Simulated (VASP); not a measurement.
**C: single point with PBE0**

The system is C, a slab with vacuum.

```xyz
2
Lattice="2.4060 0.0000 0.0000 -1.2030 2.0837 0.0000 0.0000 0.0000 8.3498" Properties=species:S:1:pos:R:3 pbc="T T T"
C     1.2030    0.6946    0.0000
C     0.0000    1.3891    0.0000
```

```
Program                            : VASP 6.6.1
Task                               : single point
Functional                         : PBE0
Potentials or basis                : VASP PAW PBE potentials, release 64 (C)
Cutoff                             : 520 eV
k mesh                             : 6 × 6 × 2
Occupations                        : fermi-dirac, width 0.05 eV
Spin                               : no spin polarisation
Dipole correction                  : no
Grid for exact exchange (PRECFOCK) : Normal
Further INCAR settings             : ALGO = Normal; EDIFF = 1e-06; NBANDS = 11
```

The band gap on the k mesh is zero (band 4 reaches -0.14 eV, above the bottom of band 5 at -0.67 eV).

Levels at points of the mesh, in eV from the Fermi level:
```
           k point  band 1  band 2  band 3  band 4  band 5  band 6  band 7  band 8  band 9
(0.00, 0.00, 0.00)  -23.13   -9.83   -4.41   -4.41    3.32    5.86    7.56   10.13   10.13
(0.50, 0.00, 0.00)  -17.09  -16.06   -8.33   -3.44    2.47    9.31   11.74   11.86   13.83
(0.00, 0.00, 0.50)  -23.13   -9.83   -4.41   -4.41    4.08    4.21    9.79   10.13   10.13
(0.50, 0.00, 0.50)  -17.09  -16.06   -8.33   -3.44    2.47    9.31   12.44   12.55   12.61
```

Wall time 93 s on 1 thread of Intel(R) Xeon(R) 6975P-C (Granite Rapids) (shared host), peak memory 0.15 GiB.

Caveat: the k points lie up to 0.50 Å⁻¹ apart.
